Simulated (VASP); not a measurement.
# ZnCd2Se2S (P1) in VASP: single point with PBE

Aim: the single point of ZnCd2Se2S with PBE.

All numbers are computed with VASP 6.6.1; they aren't measurements. Logs are shortened: lines on timing, memory, paths and dates and some standing lists are left out, and cuts for length are marked.

## (1) The cell of the first run

The typed cell holds 12 atoms: a = 4.212 Å, b = 7.254 Å, c = 10.631 Å, α = 83.53°, β = 101.13°, γ = 89.84°.

## (2) Single point, PBE

Contents of INCAR:

```
SYSTEM = ZnCd2Se2S
PREC = Accurate ; ENCUT = 520
EDIFF = 1E-7 ; ISMEAR = 0
SIGMA = 0.1 ; LREAL = .False.
LASPH = .True. ; NELM = 100
ALGO = Normal ; ISIF = 2
LWAVE = .False. ; LCHARG = .False.
GGA = PE ; NBANDS = 66
```

Contents of KPOINTS:

```
regular mesh
0
Gamma
  4 4 2
  0 0 0
```

Contents of POSCAR:

```
ZnCd2Se2S
1.0
    4.2024713364      0.1554960431     -0.2378041498
   -0.2141126091      7.2280943823      0.5773762466
   -1.4732376932      0.3182481197     10.5235793239
Zn Cd Se S
2 4 4 2
Direct
    0.2707031473      1.1322553557      0.4561818434
    0.7711089178      0.6322614348      0.4570343011
    0.9394516093     -0.0910350555      0.7958408911
    0.4386458718      0.4089863060      0.7962147057
    0.1018020244      0.5206743187      0.1253201039
    0.6026591157      0.0209494673      0.1247642446
    0.8892156122      0.5910166072      0.6966226599
    0.3895449088      0.0917499548      0.6959218682
    0.7355670887      0.9776107606      0.3832085459
    0.2360329751      0.4787896136      0.3836245427
    0.0629081208      0.8682087288      0.0423902086
    0.5623606081      0.3685325078      0.0428760850
```

Potentials or basis: VASP PAW PBE potentials, release 64 (Zn, Cd, Se, S).

The run is started by

```sh
$ cat potpaw_PBE.64/Zn/POTCAR potpaw_PBE.64/Cd/POTCAR potpaw_PBE.64/Se/POTCAR potpaw_PBE.64/S/POTCAR > POTCAR
$ mpirun -np 1 vasp_std > vasp.out
```

OUTCAR:

```text
SYSTEM = ZnCd2Se2S
   PREC = Accurate
   ENCUT = 520
   EDIFF = 1E-7
   ISMEAR = 0
   LREAL = .False.
   LASPH = .True.
   NELM = 100
   ISIF = 2
   GGA = PE

 ion  position               nearest neighbor table
   1  0.271  0.132  0.456-   8 2.48  10 2.54   9 2.54   9 2.54
   2  0.771  0.632  0.457-   7 2.48   9 2.53  10 2.54  10 2.54
   3  0.939  0.909  0.796-  11 2.55   7 2.63   8 2.64   8 2.64
   4  0.439  0.409  0.796-  12 2.56   7 2.63   7 2.63   8 2.64
   5  0.102  0.521  0.125-  11 2.57  12 2.57  12 2.57  10 2.68
   6  0.603  0.021  0.125-  12 2.57  11 2.57  11 2.57   9 2.68
   7  0.889  0.591  0.697-   2 2.48   4 2.63   4 2.63   3 2.63
   8  0.390  0.092  0.696-   1 2.48   4 2.64   3 2.64   3 2.64
   9  0.736  0.978  0.383-   2 2.53   1 2.54   1 2.54   6 2.68
  10  0.236  0.479  0.384-   1 2.54   2 2.54   2 2.54   5 2.68
  11  0.063  0.868  0.042-   3 2.55   5 2.57   6 2.57   6 2.57
  12  0.562  0.369  0.043-   4 2.56   6 2.57   5 2.57   5 2.57

  LATTYP: Found a triclinic cell.
 ALAT       =    10.6522448687
 B/A-ratio  =     0.3954157532
 C/A-ratio  =     0.6810093597
 COS(alpha) =     0.0028418949
 COS(beta)  =     0.1136038853
 COS(gamma) =     0.2027547727

  Lattice vectors:

 A1 = (   2.7292336432,   0.4737441628,  10.2857751741)
 A2 = (   4.2024713364,   0.1554960431,  -0.2378041498)
 A3 = (  -0.2141126091,   7.2280943823,   0.5773762466)

Analysis of symmetry for initial positions (statically):
=====================================================================
 Subroutine PRICEL returns:
 Original cell was already a primitive cell.

 Routine SETGRP: Setting up the symmetry group for a
 triclinic supercell.

 Subroutine GETGRP returns: Found  1 space group operations
 (whereof  1 operations were pure point group operations)
 out of a pool of  2 trial point group operations.

The static configuration has the point symmetry C_1 .

Analysis of symmetry for dynamics (positions and initial velocities):
=====================================================================
 Subroutine PRICEL returns:
 Original cell was already a primitive cell.

 Routine SETGRP: Setting up the symmetry group for a
 triclinic supercell.

 Subroutine GETGRP returns: Found  1 space group operations
 (whereof  1 operations were pure point group operations)
 out of a pool of  2 trial point group operations.
[... 123 lines left out ...]
   ISYM   =      2    0-nonsym 1-usesym 2-fastsym
   POTIM  = 0.5000    time-step for ionic-motion
   TEBEG  =    0.0;   TEEND  =   0.0 temperature during run
   PSTRESS=    0.0 pullay stress
   NELECT =     108.0000    total number of electrons
   NUPDOWN=      -1.0000    fix difference up-down
   EMIN   =  10.00;   EMAX   =-10.00  energy-range for DOS
   EFERMI =   0.00;   METHOD = LEGACY
   ISMEAR =     0;   SIGMA  =   0.10  broadening in eV -4-tet -1-fermi 0-gaus
   EFERMI_NEDOS =   21; number of points for ismear=-14 and -15
   IALGO  =     38    algorithm
   IMIX   =      4    mixing-type and parameters
     AMIX     =   0.40;   BMIX     =  1.00
     AMIX_MAG =   1.60;   BMIX_MAG =  1.00
  volume/ion in A,a.u.               =      26.38       178.04
  Fermi-wavevector in a.u.,A,eV,Ry     =   1.143885  2.161630 17.802866  1.308474
  Thomas-Fermi vector in A             =   2.280579
   LORBIT       =      0    0 simple, 1 ext, 2 COOP (PROOUT), +10 PAW based schemes
   GGA     = PE    functional components
   LHFCALC =     F    Hartree Fock is set to
   AEXX    =    0.0000 exact exchange contribution
   IVDW    =     0    specifies the selected vdW correction
   LEPSILON=     F    determine dielectric tensor
   LRPA    =     F    only Hartree local field effects (RPA)
 non-spin polarized calculation
 Gauss-broadening in eV      SIGMA  =   0.10
  energy-cutoff  :      520.00
  volume of cell :      316.59
 maximum number of plane-waves:      8561
   NGX = 15   NGY = 27   NGZ = 39

 number of electron     107.9999988 magnetization

 Free energy of the ion-electron system (eV)
  ---------------------------------------------------
  ext. energy  EPLUGINS =         0.00000000
  ---------------------------------------------------
  free energy    TOTEN  =       -35.08359676 eV

  energy without entropy =      -35.08359668  energy(sigma->0) =      -35.08359672

 E-fermi :   1.4097     XC(G=0):  -8.9017

 val. band max:        1.0800968589   @ k =   0.0000   0.0000   0.0000
 cond. band min:       1.7364777265   @ k =   0.0000   0.0000   0.0000
 fundamental gap:      0.6563808676
 Fermi energy:         1.4096573246

 k-point     1 :       0.0000    0.0000    0.0000
  band No.  band energies     occupation
      1     -11.5888      2.00000
      2     -11.2067      2.00000
      3     -11.1411      2.00000
      4     -11.0903      2.00000
      5     -10.9754      2.00000
      6     -10.9445      2.00000
[... 1369 lines left out ...]
     65       6.8902      0.00000
     66       7.3649      0.00000

------------------------ aborting loop because EDIFF is reached ----------------------------------------

  FORCE on cell =-STRESS in cart. coord.  units (eV):
  Direction    XX          YY          ZZ          XY          YZ          ZX
  --------------------------------------------------------------------------------------
  -------------------------------------------------------------------------------------
  Total        0.5979042      0.6591960      0.5953334     -0.1164786     -0.0086369     -0.1661812
  in kB        3.0258088      3.3359876      3.0127989     -0.5894620     -0.0437086     -0.8409917
  external PRESSURE =       3.1248651 kB  Pullay stress =       0.0000000 kB

 VOLUME and BASIS-vectors are now :
 -----------------------------------------------------------------------------
  energy-cutoff  :      520.00
  volume of cell :      316.59
      direct lattice vectors                 reciprocal lattice vectors
     4.202471336  0.155496043 -0.237804150     0.239682429  0.004430359  0.033420115
    -0.214112609  7.228094382  0.577376247    -0.005407757  0.138584108 -0.004948035
    -1.473237693  0.318248120 10.523579324     0.005712865 -0.007503304  0.096051380

 POSITION                                       TOTAL-FORCE (eV/Angst)
 -----------------------------------------------------------------------------------
      0.43724      1.14323      4.81265         0.009054      0.007216      0.008821
      2.43187      4.83540      4.99132         0.012943     -0.001290      0.002308
      2.58093      6.96944      8.67650        -0.003884      0.007741     -0.006063
      0.58281      3.27779      8.51086         0.002585     -0.012570      0.005782
      0.13171      3.81920      1.59523         0.002779      0.008405     -0.004874
      2.34436      0.28484      1.18175        -0.002301     -0.013381     -0.005938
      2.58407      4.63189      7.46074        -0.004689      0.015465     -0.030693
      0.59215      0.94523      7.28393         0.000065     -0.010302     -0.014878
      2.31732      7.30260      4.42225        -0.009558      0.016853      0.034828
      0.32424      3.61953      4.25742        -0.016667     -0.034590      0.028728
      0.01602      6.29877      0.93242         0.005388      0.013584     -0.002701
      2.22123      2.76488      0.53026         0.004284      0.002869     -0.015319
 -----------------------------------------------------------------------------------
    total drift:                                0.003650     -0.003180      0.000683

  FREE ENERGIE OF THE ION-ELECTRON SYSTEM (eV)
  ---------------------------------------------------
  free  energy   TOTEN  =       -35.0835967616 eV

  energy  without entropy=      -35.0835966798  energy(sigma->0) =      -35.08359672
```

OSZICAR:

```text
N       E                     dE             d eps       ncg     rms          rms(c)
DAV:   1     0.895939469630E+03    0.89594E+03   -0.49014E+04  2640   0.161E+03
DAV:   2     0.654228493614E+02   -0.83052E+03   -0.79689E+03  2680   0.399E+02
DAV:   3    -0.334410853258E+02   -0.98864E+02   -0.96882E+02  2994   0.135E+02
DAV:   4    -0.375250923002E+02   -0.40840E+01   -0.40585E+01  3072   0.261E+01
DAV:   5    -0.375867474183E+02   -0.61655E-01   -0.61600E-01  3056   0.326E+00    0.147E+01
DAV:   6    -0.351227745736E+02    0.24640E+01   -0.53433E+00  3420   0.226E+01    0.113E+01
DAV:   7    -0.351132819157E+02    0.94927E-02   -0.31917E+00  2950   0.657E+00    0.488E+00
DAV:   8    -0.350834275106E+02    0.29854E-01   -0.38553E-01  3186   0.385E+00    0.932E-01
DAV:   9    -0.350821778624E+02    0.12496E-02   -0.43173E-02  2880   0.144E+00    0.258E-01
DAV:  10    -0.350828992315E+02   -0.72137E-03   -0.42474E-03  3074   0.246E-01    0.160E-01
DAV:  11    -0.350834030379E+02   -0.50381E-03   -0.83649E-04  2824   0.141E-01    0.736E-02
DAV:  12    -0.350835549968E+02   -0.15196E-03   -0.21439E-04  2928   0.114E-01    0.297E-02
DAV:  13    -0.350835865769E+02   -0.31580E-04   -0.56621E-05  2952   0.654E-02    0.176E-02
DAV:  14    -0.350835950739E+02   -0.84970E-05   -0.14367E-05  2834   0.241E-02    0.627E-03
DAV:  15    -0.350835963647E+02   -0.12908E-05   -0.31686E-06  3048   0.104E-02    0.383E-03
DAV:  16    -0.350835968138E+02   -0.44910E-06   -0.10426E-06  2550   0.739E-03    0.187E-03
DAV:  17    -0.350835967616E+02    0.52216E-07   -0.29390E-07  2252   0.396E-03
   1 F= -.35083597E+02 E0= -.35083597E+02  d E =-.817964E-07
```

stdout:

```text
POSCAR found type information on POSCAR ZnCdSeS
 POSCAR found :  4 types and      12 ions
 scaLAPACK will be used
 LDA part: xc-table for (Slater+PW92), standard interpolation
 POSCAR, INCAR and KPOINTS ok, starting setup
 FFT: planning ... GRIDC
 FFT: planning ... GRID_SOFT
 FFT: planning ... GRID
 WAVECAR not read
 entering main loop
```

It took 10 min on 1 thread of Intel Xeon 8259CL, shared host; peak memory 0.58 GiB.

Results:

| Item | Value |
| --- | --- |
| Free energy | -35.0836 eV |
| Pressure | 0.3 GPa |
| Largest force | 0.048 eV/Å |
| Band gap on the k mesh | 0.66 eV |

Forces on the atoms (eV/Å):
```
Zn   0.009  0.007  0.009
Zn   0.013 -0.001  0.002
Cd  -0.004  0.008 -0.006
Cd   0.003 -0.013  0.006
Cd   0.003  0.008 -0.005
Cd  -0.002 -0.013 -0.006
Se  -0.005  0.015 -0.031
Se   0.000 -0.010 -0.015
Se  -0.010  0.017  0.035
Se  -0.017 -0.035  0.029
S    0.005  0.014 -0.003
S    0.004  0.003 -0.015
```

Levels at points of the mesh, in eV from the valence-band top:
```tsv
k point	band 50	band 51	band 52	band 53	band 54	band 55	band 56	band 57	band 58	band 59
(0.00, 0.00, 0.00)	-0.72	-0.69	-0.27	-0.02	0.00	0.66	2.22	2.67	2.68	3.02
(0.50, 0.00, 0.00)	-1.58	-1.42	-1.42	-1.17	-1.16	3.58	3.59	3.81	3.82	4.47
(0.00, 0.50, 0.00)	-1.24	-0.64	-0.63	-0.42	-0.41	2.41	2.41	3.44	3.45	3.76
(0.50, 0.50, 0.00)	-1.39	-1.29	-1.15	-0.91	-0.75	2.54	2.71	3.07	3.30	3.42
(0.00, 0.00, 0.50)	-0.93	-0.58	-0.55	-0.08	-0.06	1.76	2.03	2.54	2.55	3.27
(0.50, 0.00, 0.50)	-1.57	-1.41	-1.41	-1.18	-1.17	3.61	3.62	3.81	3.81	4.43
(0.00, 0.50, 0.50)	-1.02	-0.83	-0.82	-0.53	-0.52	2.82	2.82	3.01	3.02	3.51
(0.50, 0.50, 0.50)	-1.37	-1.29	-1.13	-0.89	-0.77	2.57	2.69	3.03	3.34	3.44
```
